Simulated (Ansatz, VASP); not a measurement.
Two plane-wave programs on C

```xyz
2
Lattice="0.0000 1.8012 1.7292 1.8012 0.0000 1.7292 1.8012 1.8012 0.0000" Properties=species:S:1:pos:R:3 pbc="T T T"
C     1.8012    1.8012    1.7292
C     2.7019    2.7019    2.5938
```

Alike in both runs: task single point; functional PBEsol; k mesh 12 × 12 × 12; occupations gaussian, width 0.05 eV; no spin polarisation.

|  | VASP | Ansatz |
| --- | --- | --- |
| version | VASP 6.6.1 | Ansatz 0.2.0 |
| potentials or method | VASP PAW PBE potentials, release 64 (C_h), cutoff 910 eV | scalar-relativistic, plane waves, PAW |
| valence electrons in the cell | 8 | 8 |

|  | VASP | Ansatz | Ansatz less VASP |
| --- | --- | --- | --- |
| gap on the k mesh at the Fermi level (eV) | 3.04 | 3.04 | -0.001 |
| least direct gap on the mesh (eV) | 4.86 | 4.86 | -0.004 |

VASP's potentials were made for PBE, not for PBEsol. The functional is the same, so the differences come from potentials, cutoffs and numerics.

Noted on VASP's run: the cutoff is short for stress, so the pressure is rough.
